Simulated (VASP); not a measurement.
Runs of VASP 6.6.1 on Nb3C. The structure is that of space group Pm-3m (No. 221), or close to it. The cells are those of the table. 

```tsv
task	cell	k mesh	cutoff (eV)	gap on the mesh (eV)	pressure (GPa)	relaxed volume (Å³/atom)
single point	a = 3.969 Å, 4 atoms	4 × 4 × 4	520	none	(a)	-
relaxation of cell and atoms	relaxed from a = 3.969 Å, 4 atoms	4 × 4 × 4	600	none	-0.3	14.66
single point	a = 3.877 Å, 4 atoms	12 × 12 × 12	520	none	-0.3	-
relaxation of cell and atoms	relaxed from a = 3.884 Å, 4 atoms	12 × 12 × 12	600	none	0.0	14.55
single point	a = 3.884 Å, 4 atoms	4 × 4 × 4	520	none	-0.1	-
```

Alike in all rows: level PBE; potentials or basis VASP PAW PBE potentials, release 64 (Nb_sv, C); no spin polarisation; smearing gaussian 0.1 eV.

**Question.** Estimate the missing entries.

**Answer.** (a) -10.7.

Caveats: some runs use coarse meshes.

A k mesh can miss the band edges, and the runs leave out spin-orbit coupling on Nb.

A gap of «none» marks levels without a gap at the run's occupations.
